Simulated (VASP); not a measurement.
# PdPt2S6 (P-31m) in VASP: a series of runs

The runs below take PdPt2S6 through single point, with PBE, PBEsol.

Everything below comes from runs of VASP 6.6.1. Logs are shortened: lines on timing, memory, paths and dates and some standing lists are left out, and cuts for length are marked.

## 1. The cell of the first run

It takes space group P-31m (No. 162, trigonal). The conventional cell has a = 6.185 Å, b = 6.185 Å, c = 6.317 Å, α = 90.00°, β = 90.00°, γ = 120.00°. Within 3.2 Å of Pd (site symmetry -3m) lie 6 S at 2.40 Å. Pt (site symmetry 32) has 6 S at 2.40 Å within 3.2 Å. Within 3.3 Å of S (site symmetry m) lie 2 Pt at 2.40 Å and 1 Pd at 2.40 Å and 3 S at 3.21 Å.

## 2. Single point, PBE

Contents of INCAR:

```
SYSTEM = PdPt2S6
PREC = Accurate
ENCUT = 520
EDIFF = 1E-6
ISMEAR = 0
SIGMA = 0.1
LREAL = .FALSE.
LASPH = .TRUE.
NELM = 80
ALGO = Normal
ISIF = 2
LWAVE = .FALSE.
LCHARG = .TRUE.
GGA = PE
LELF = .TRUE.
LVHAR = .TRUE.
NBANDS = 43
```

Contents of KPOINTS:

```
Automatic mesh
0
G
  3 3 4
  0 0 0
```

Contents of POSCAR:

```
PdPt2S6
1.0
    6.1846192000      0.0000000000      0.0000000000
   -3.0923096000      5.3560373000      0.0000000000
    0.0000000000      0.0000000000      6.3169112000
Pd Pt S
1 2 6
Direct
    0.0000000000      0.0000000000      0.0000000000
    0.6666667000      0.3333333000      0.0000000000
    0.3333333000      0.6666667000      0.0000000000
    0.0000000000      0.3337650000      0.1949000000
    0.6662350000      0.6662350000      0.1949000000
    0.3337650000      0.0000000000      0.1949000000
    0.3337650000      0.3337650000      0.8051000000
    0.0000000000      0.6662350000      0.8051000000
    0.6662350000      0.0000000000      0.8051000000
```

Potentials or basis: VASP PAW PBE potentials, release 64 (Pd, Pt, S).

The run is started by

```bash
cat potpaw_PBE.64/Pd/POTCAR potpaw_PBE.64/Pt/POTCAR potpaw_PBE.64/S/POTCAR > POTCAR
mpirun -np 1 vasp_std > vasp.out
```

OUTCAR:

```text
SYSTEM = PdPt2S6
   PREC = Accurate
   ENCUT = 520
   EDIFF = 1E-6
   ISMEAR = 0
   LREAL = .FALSE.
   LASPH = .TRUE.
   NELM = 80
   ISIF = 2
   GGA = PE

 ion  position               nearest neighbor table
   1  0.000  0.000  0.000-   4 2.40   5 2.40   7 2.40   8 2.40   6 2.40   9 2.40
   2  0.667  0.333  0.000-   9 2.40   4 2.40   6 2.40   8 2.40   5 2.40   7 2.40
   3  0.333  0.667  0.000-   6 2.40   8 2.40   9 2.40   4 2.40   7 2.40   5 2.40
   4  0.000  0.334  0.195-   2 2.40   3 2.40   1 2.40
   5  0.666  0.666  0.195-   2 2.40   3 2.40   1 2.40
   6  0.334  0.000  0.195-   3 2.40   2 2.40   1 2.40
   7  0.334  0.334  0.805-   3 2.40   2 2.40   1 2.40
   8  0.000  0.666  0.805-   3 2.40   2 2.40   1 2.40
   9  0.666  0.000  0.805-   2 2.40   3 2.40   1 2.40

  LATTYP: Found a hexagonal cell.
 ALAT       =     6.1846192000
 C/A-ratio  =     1.0213904843

  Lattice vectors:

 A1 = (   6.1846192000,   0.0000000000,   0.0000000000)
 A2 = (  -3.0923096000,   5.3560373000,   0.0000000000)
 A3 = (   0.0000000000,   0.0000000000,   6.3169112000)

Analysis of symmetry for initial positions (statically):
=====================================================================
 Subroutine PRICEL returns:
 Original cell was already a primitive cell.

 Routine SETGRP: Setting up the symmetry group for a
 hexagonal supercell.

 Subroutine GETGRP returns: Found 12 space group operations
 (whereof 12 operations were pure point group operations)
 out of a pool of 24 trial point group operations.

The static configuration has the point symmetry D_3d.

Analysis of symmetry for dynamics (positions and initial velocities):
=====================================================================
 Subroutine PRICEL returns:
 Original cell was already a primitive cell.

 Routine SETGRP: Setting up the symmetry group for a
 hexagonal supercell.

 Subroutine GETGRP returns: Found 12 space group operations
 (whereof 12 operations were pure point group operations)
 out of a pool of 24 trial point group operations.

The dynamic configuration has the point symmetry D_3d.

 Subroutine INISYM returns: Found 12 space group operations
 (whereof 12 operations are pure point group operations),
 and found     1 'primitive' translations

----------------------------------------------------------------------------------------

                                     Primitive cell

  volume of cell :     209.2480

  direct lattice vectors                    reciprocal lattice vectors
     6.184619200  0.000000000  0.000000000     0.161691443  0.093352599  0.000000000
    -3.092309600  5.356037300  0.000000000     0.000000000  0.186705197  0.000000000
     0.000000000  0.000000000  6.316911200     0.000000000  0.000000000  0.158305217

  length of vectors
     6.184619200  6.184619165  6.316911200     0.186705196  0.186705197  0.158305217

  position of ions in fractional coordinates (direct lattice)
     0.000000000  0.000000000  0.000000000
     0.666666700  0.333333300  0.000000000
     0.333333300  0.666666700  0.000000000
     0.000000000  0.333765000  0.194900000
     0.666235000  0.666235000  0.194900000
     0.333765000  0.000000000  0.194900000
     0.333765000  0.333765000  0.805100000
     0.000000000  0.666235000  0.805100000
     0.666235000  0.000000000  0.805100000

  ion indices of the primitive-cell ions
   primitive index   ion index
                 1           1
                 2           2
                 3           3
                 4           4
                 5           5
                 6           6
                 7           7
                 8           8
                 9           9

----------------------------------------------------------------------------------------

 KPOINTS: Automatic mesh

Automatic generation of k-mesh.
 Grid dimensions read from file:
 generate k-points for:    3    3    4

 Generating k-lattice:

  Cartesian coordinates                     Fractional coordinates (reciprocal lattice)
     0.053897148  0.031117533  0.000000000     0.333333333  0.000000000  0.000000000
     0.000000000  0.062235066  0.000000000     0.000000000  0.333333333  0.000000000
     0.000000000  0.000000000  0.039576304     0.000000000  0.000000000  0.250000000

  Length of vectors
     0.062235065  0.062235066  0.039576304

  Shift w.r.t. Gamma in fractional coordinates (k-lattice)
     0.000000000  0.000000000  0.000000000

 Subroutine IBZKPT returns following result:
 ===========================================

 Found     10 irreducible k-points:

 Following reciprocal coordinates:
            Coordinates               Weight
  0.000000  0.000000  0.000000      1.000000
  0.333333  0.000000  0.000000      6.000000
  0.333333  0.333333  0.000000      2.000000
  0.000000  0.000000  0.250000      2.000000
  0.333333  0.000000  0.250000     12.000000
  0.333333  0.333333  0.250000      2.000000
 -0.333333 -0.333333  0.250000      2.000000
  0.000000  0.000000  0.500000      1.000000
  0.333333  0.000000  0.500000      6.000000
  0.333333  0.333333  0.500000      2.000000
   k-points           NKPTS =     10   k-points in BZ     NKDIM =     10   number of bands    NBANDS=     43
   number of dos      NEDOS =    301   number of ions     NIONS =      9
   total plane-waves  NPLWV = 110592
   dimension x,y,z NGX =    48 NGY =   48 NGZ =   48
   dimension x,y,z NGXF=    96 NGYF=   96 NGZF=   96
   ions per type =               1   2   6
   NGX,Y,Z   is equivalent  to a cutoff of  12.90, 12.90, 12.63 a.u.
   NGXF,Y,Z  is equivalent  to a cutoff of  25.81, 25.81, 25.26 a.u.
 SYSTEM =  PdPt2S6
   PREC   = accura    normal or accurate (medium, high low for compatibility)
   ISTART =      0    job   : 0-new  1-cont  2-samecut
   ICHARG =      2    charge: 1-file 2-atom 10-const
   ISPIN  =      1    spin polarized calculation?
   LNONCOLLINEAR =      F non collinear calculations
   LSORBIT =      F    spin-orbit coupling
   LASPH  =      T    aspherical Exc in radial PAW
   ENCUT  =  520.0 eV  38.22 Ry    6.18 a.u.  11.50 11.50 11.75*2*pi/ulx,y,z
   NELM   =     80;   NELMIN=  2; NELMDL= -5     # of ELM steps
   EDIFF  = 0.1E-05   stopping-criterion for ELM
   LREAL  =      F    real-space projection
   EDIFFG = 0.1E-04   stopping-criterion for IOM
   NSW    =      0    number of steps for IOM
   IBRION =     -1    ionic relax: 0-MD 1-quasi-New 2-CG
   NFREE  =      0    steps in history (QN), initial steepest desc. (CG)
   ISIF   =      2    stress and relaxation
   ISYM   =      2    0-nonsym 1-usesym 2-fastsym
   POTIM  = 0.5000    time-step for ionic-motion
   TEBEG  =    0.0;   TEEND  =   0.0 temperature during run
   PSTRESS=    0.0 pullay stress
   NELECT =      66.0000    total number of electrons
   NUPDOWN=      -1.0000    fix difference up-down
   EMIN   =  10.00;   EMAX   =-10.00  energy-range for DOS
   EFERMI =   0.00;   METHOD = LEGACY
   ISMEAR =     0;   SIGMA  =   0.10  broadening in eV -4-tet -1-fermi 0-gaus
   EFERMI_NEDOS =   21; number of points for ismear=-14 and -15
   IALGO  =     38    algorithm
   IMIX   =      4    mixing-type and parameters
     AMIX     =   0.40;   BMIX     =  1.00
     AMIX_MAG =   1.60;   BMIX_MAG =  1.00
  volume/ion in A,a.u.               =      23.25       156.90
  Fermi-wavevector in a.u.,A,eV,Ry     =   1.114386  2.105884 16.896483  1.241856
  Thomas-Fermi vector in A             =   2.250981
   LORBIT       =      0    0 simple, 1 ext, 2 COOP (PROOUT), +10 PAW based schemes
   GGA     = PE    functional components
   LHFCALC =     F    Hartree Fock is set to
   AEXX    =    0.0000 exact exchange contribution
   IVDW    =     0    specifies the selected vdW correction
   LEPSILON=     F    determine dielectric tensor
   LRPA    =     F    only Hartree local field effects (RPA)
 non-spin polarized calculation
 Gauss-broadening in eV      SIGMA  =   0.10
  energy-cutoff  :      520.00
  volume of cell :      209.25
 maximum number of plane-waves:      5663
 NGX is ok and might be reduce to    48
   NGX = 23   NGY = 23   NGZ = 23

 number of electron      65.9999998 magnetization

 Free energy of the ion-electron system (eV)
  ---------------------------------------------------
  ext. energy  EPLUGINS =         0.00000000
  ---------------------------------------------------
  free energy    TOTEN  =       -44.92291245 eV

  energy without entropy =      -44.92291245  energy(sigma->0) =      -44.92291245

 E-fermi :   3.8040     XC(G=0):  -9.0562

 val. band max:        3.3267955375   @ k =   0.3333   0.0000   0.0000
 cond. band min:       4.6599154815   @ k =   0.3333   0.0000   0.0000
 fundamental gap:      1.3331199440
 Fermi energy:         3.8039546823

 k-point     1 :       0.0000    0.0000    0.0000
  band No.  band energies     occupation
      1     -10.6550      2.00000
      2      -8.8686      2.00000
      3      -8.8685      2.00000
      4      -8.8105      2.00000
      5      -8.8105      2.00000
      6      -8.5184      2.00000
[... 35 lines left out ...]
     42       9.6793      0.00000
     43      10.2449      0.00000

 k-point     2 :       0.3333    0.0000    0.0000
  band No.  band energies     occupation
      1     -10.2457      2.00000
      2      -9.3083      2.00000
      3      -9.0279      2.00000
      4      -8.8217      2.00000
      5      -8.7756      2.00000
      6      -8.5992      2.00000
[... 35 lines left out ...]
     42      10.3504      0.00000
     43      10.8048      0.00000

 k-point     3 :       0.3333    0.3333    0.0000
  band No.  band energies     occupation
      1      -9.6405      2.00000
      2      -9.6405      2.00000
      3      -9.4497      2.00000
      4      -8.7731      2.00000
      5      -8.7079      2.00000
      6      -8.7079      2.00000
[... 35 lines left out ...]
     42       9.6691      0.00000
     43      10.7600      0.00000

 k-point     4 :       0.0000    0.0000    0.2500
  band No.  band energies     occupation
      1     -10.6378      2.00000
      2      -8.8683      2.00000
      3      -8.8683      2.00000
      4      -8.8097      2.00000
      5      -8.8097      2.00000
      6      -8.5606      2.00000
[... 35 lines left out ...]
     42       9.9840      0.00000
     43      10.6242      0.00000

 k-point     5 :       0.3333    0.0000    0.2500
  band No.  band energies     occupation
      1     -10.2292      2.00000
      2      -9.2965      2.00000
      3      -9.0337      2.00000
      4      -8.8146      2.00000
      5      -8.7878      2.00000
      6      -8.6297      2.00000
[... 35 lines left out ...]
     42      10.4758      0.00000
     43      10.6536      0.00000

 k-point     6 :       0.3333    0.3333    0.2500
  band No.  band energies     occupation
      1      -9.6230      2.00000
      2      -9.6230      2.00000
      3      -9.4307      2.00000
      4      -8.7968      2.00000
      5      -8.7321      2.00000
      6      -8.7321      2.00000
[... 35 lines left out ...]
     42       9.3038      0.00000
     43      10.6257      0.00000

 k-point     7 :      -0.3333   -0.3333    0.2500
  band No.  band energies     occupation
      1      -9.6325      2.00000
      2      -9.6324      2.00000
      3      -9.4432      2.00000
      4      -8.7787      2.00000
      5      -8.7162      2.00000
      6      -8.7162      2.00000
[... 35 lines left out ...]
     42       9.8084      0.00000
     43      10.7423      0.00000

 k-point     8 :       0.0000    0.0000    0.5000
  band No.  band energies     occupation
      1     -10.6201      2.00000
      2      -8.8681      2.00000
      3      -8.8681      2.00000
      4      -8.8090      2.00000
      5      -8.8090      2.00000
      6      -8.6028      2.00000
[... 35 lines left out ...]
     42      10.3738      0.00000
     43      11.0859      0.00000

 k-point     9 :       0.3333    0.0000    0.5000
  band No.  band energies     occupation
      1     -10.2121      2.00000
      2      -9.2840      2.00000
      3      -9.0390      2.00000
      4      -8.8122      2.00000
      5      -8.7966      2.00000
      6      -8.6604      2.00000
[... 35 lines left out ...]
     42      10.2288      0.00000
     43      10.5016      0.00000

 k-point    10 :       0.3333    0.3333    0.5000
  band No.  band energies     occupation
      1      -9.6146      2.00000
      2      -9.6146      2.00000
      3      -9.4237      2.00000
      4      -8.8028      2.00000
      5      -8.7408      2.00000
      6      -8.7408      2.00000
[... 35 lines left out ...]
     42       9.5216      0.00000
     43      10.5384      0.00000

------------------------ aborting loop because EDIFF is reached ----------------------------------------

  FORCE on cell =-STRESS in cart. coord.  units (eV):
  Direction    XX          YY          ZZ          XY          YZ          ZX
  --------------------------------------------------------------------------------------
  -------------------------------------------------------------------------------------
  Total       -0.4673542     -0.4673542     -0.2747929      0.0000000     -0.0000000     -0.0000000
  in kB       -3.5784534     -3.5784534     -2.1040439      0.0000000     -0.0000000     -0.0000000
  external PRESSURE =      -3.0869836 kB  Pullay stress =       0.0000000 kB

 VOLUME and BASIS-vectors are now :
 -----------------------------------------------------------------------------
  energy-cutoff  :      520.00
  volume of cell :      209.25
      direct lattice vectors                 reciprocal lattice vectors
     6.184619200  0.000000000  0.000000000     0.161691443  0.093352599  0.000000000
    -3.092309600  5.356037300  0.000000000     0.000000000  0.186705197  0.000000000
     0.000000000  0.000000000  6.316911200     0.000000000  0.000000000  0.158305217

 POSITION                                       TOTAL-FORCE (eV/Angst)
 -----------------------------------------------------------------------------------
      0.00000      0.00000      0.00000        -0.000000     -0.000000     -0.000000
      3.09231      1.78535      0.00000        -0.000000      0.000000     -0.000000
     -0.00000      3.57069      0.00000        -0.000000     -0.000000     -0.000000
     -1.03210      1.78766      1.23117        -0.002551      0.004418     -0.038802
      2.06020      3.56838      1.23117        -0.002551     -0.004418     -0.038802
      2.06421      0.00000      1.23117         0.005102     -0.000000     -0.038802
      1.03210      1.78766      5.08575         0.002551      0.004418      0.038802
     -2.06020      3.56838      5.08575         0.002551     -0.004418      0.038802
      4.12041      0.00000      5.08575        -0.005102      0.000000      0.038802
 -----------------------------------------------------------------------------------
    total drift:                                0.000000     -0.000000      0.000000

  FREE ENERGIE OF THE ION-ELECTRON SYSTEM (eV)
  ---------------------------------------------------
  free  energy   TOTEN  =       -44.9229124510 eV

  energy  without entropy=      -44.9229124510  energy(sigma->0) =      -44.92291245
```

It took 74 s on 1 thread of Intel Xeon Platinum 8375C at 2.90GHz (Ice Lake), shared host; peak memory 0.36 GiB.

What came out:

```
Free energy            : -44.9229 eV
Pressure               : -0.3 GPa
Largest force          : 0.039 eV/Å
Band gap on the k mesh : 1.33 eV
```

Forces on the atoms (eV/Å):
```
Pd   0.000  0.000  0.000
Pt   0.000  0.000  0.000
Pt   0.000  0.000  0.000
S   -0.003  0.004 -0.039
S   -0.003 -0.004 -0.039
S    0.005  0.000 -0.039
S    0.003  0.004  0.039
S    0.003 -0.004  0.039
S   -0.005  0.000  0.039
```

Stress tensor (GPa, compression positive):
```
-0.36  0.00  0.00
 0.00 -0.36  0.00
 0.00  0.00 -0.21
```

Caveat: spin-orbit coupling is left out, which moves the levels of the heavy elements; this functional lacks dispersion, which binds layers or chains, so the pressure and a relaxed spacing across them are unreliable. A k mesh can miss the band edges.

(Continued in part 2 of 2.)
